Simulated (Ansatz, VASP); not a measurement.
# One calculation of AgI, two programs

INCAR

```
SYSTEM = AgI
PREC = Accurate
ENCUT = 500
EDIFF = 1E-6
ISMEAR = 0
SIGMA = 0.01
LREAL = .False.
LASPH = .True.
NELM = 200
ALGO = Normal
ISIF = 2
LWAVE = .False.
LCHARG = .False.
LNONCOLLINEAR = .True.
MAGMOM = 0 0 0 0 0 0 0 0 0 0 0 0
LORBIT = 11
LSORBIT = .True.
GGA_COMPAT = .False.
LORBMOM = .True.
LMAXMIX = 4
GGA = PS
NBANDS = 50
```

File KPOINTS:

```
Automatic mesh
0
Gamma
  6 6 4
  0 0 0
```

POSCAR

```
AgI
1.0
    4.4679124321      0.0000000000      0.0000000000
   -2.2339562160      3.8693256680      0.0000000000
    0.0000000000      0.0000000000      7.6276856473
Ag I
2 2
Direct
    0.6666666667      0.3333333333      0.6334396916
    0.3333333333      0.6666666667      0.1334396916
    0.6666666667      0.3333333333     -0.0034396916
    0.3333333333      0.6666666667      0.4965603084
```

Input for Ansatz:

```yaml
crystal:
  lattice:
    - [4.46791243206, 0.0, 0.0]
    - [-2.23395621603, 3.86932566805, 0.0]
    - [0.0, 0.0, 7.62768564729]
  atoms:
    - { symbol: Ag, position: [0.666666666667, 0.333333333333, 0.63343969155] }
    - { symbol: Ag, position: [0.333333333333, 0.666666666667, 0.13343969155] }
    - { symbol: I, position: [0.666666666667, 0.333333333333, -0.00343969155] }
    - { symbol: I, position: [0.333333333333, 0.666666666667, 0.49656030845] }
kpoints:
  mp_grid: { grid: [6, 6, 4] }
scf:
  occupations: { method: fixed }
  convergence: { dr2_threshold: 1.0e-10 }
hamiltonian:
  xc: pbesol
  pseudopotentials: { kind: all_electron, lapw: { basis_error: 0.0005 } }
magnetization:
  noncollinear: true
  spin_orbit: true
output:
  forces: true
  stress: true
  eigenstates:
    kpoints:
      - [0.0, 0.0, 0.0]
      - [0.0, 0.0, -0.5]
      - [-0.5, 0.0, 0.0]
      - [-0.5, 0.5, 0.0]
      - [0.0, -0.5, 0.0]
      - [-0.5, 0.0, -0.5]
      - [-0.5, 0.5, -0.5]
      - [0.0, -0.5, -0.5]
  eigenvalues: true
```

Change from the starting cell: film at in-plane strain -0.02.

Alike in both runs: task single point; functional PBEsol; k mesh 6 × 6 × 4; non-collinear spin, spin-orbit coupling.

```csv
,VASP,Ansatz
version,VASP 6.6.1,Ansatz 0.2.0
potentials or method,"VASP PAW PBE potentials, release 64 (Ag, I), cutoff 500 eV",all-electron LAPW
occupations,"gaussian, width 0.01 eV",fixed
```

```csv
,VASP,Ansatz,Ansatz less VASP
pressure (GPa),0.5,0.6,+0.04
"traceless stress, the component that is largest in VASP (GPa)",-0.54,-0.53,+0.008
```

VASP's potentials were made for PBE, not for PBEsol. Ansatz ran all-electron here, and VASP with PAW potentials.
